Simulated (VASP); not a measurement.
Here is a VASP 6.6.1 calculation.

POSCAR

```
BN
1.0
    0.0000000000      1.7458259350      1.7458259350
    1.7458259350      0.0000000000      1.7458259350
    1.7458259350      1.7458259350      0.0000000000
B N
1 1
Direct
    0.0000000000      0.0000000000      0.0000000000
    0.5000000000      0.5000000000      0.5000000000
```

INCAR.step1

```
ALGO = Normal ; EDIFF = 1E-5
ENCUT = 520 ; GGA = PE
ISIF = 2 ; ISMEAR = 0
LASPH = T ; LREAL = F
LWAVE = T ; NBANDS = 11
NELM = 80 ; PREC = Accurate
SIGMA = 0.01
```

The input INCAR.step2:

```
AEXX = 1.0 ; AGGAC = 1.0
ALDAC = 1.0 ; ALGO = Normal
EDIFF = 1E-7 ; ENCUT = 520
GGA = PE ; HFSCREEN = 0.5
ISIF = 2 ; ISMEAR = 0
ISTART = 1 ; LASPH = T
LCHARG = T ; LELF = T
LHFCALC = T ; LREAL = F
LVHAR = T ; LWAVE = F
NBANDS = 11 ; NELM = 80
PREC = Accurate ; PRECFOCK = Normal
SIGMA = 0.01
```

The input KPOINTS:

```
k-points
0
Gamma
  6 6 6
```

Potentials or basis: VASP PAW PBE potentials, release 64 (B, N).

Command:

```console
$ cat potpaw_PBE.64/B/POTCAR potpaw_PBE.64/N/POTCAR > POTCAR
$ cp INCAR.step1 INCAR
$ mpirun -np 1 vasp_std > vasp.out
$ cp INCAR.step2 INCAR
$ mpirun -np 1 vasp_std > vasp.out
```

Problem. Estimate the band gap on the k mesh.

Solution. 3.19 eV, indirect (least direct gap 9.34 eV).

Problem. What does it give for the pressure?

Solution. -32.1 GPa.

Caveat: the k points lie up to 0.52 Å⁻¹ apart; the PAW data sets were made with another functional, which shifts forces and pressure a little. A k mesh can miss the band edges.
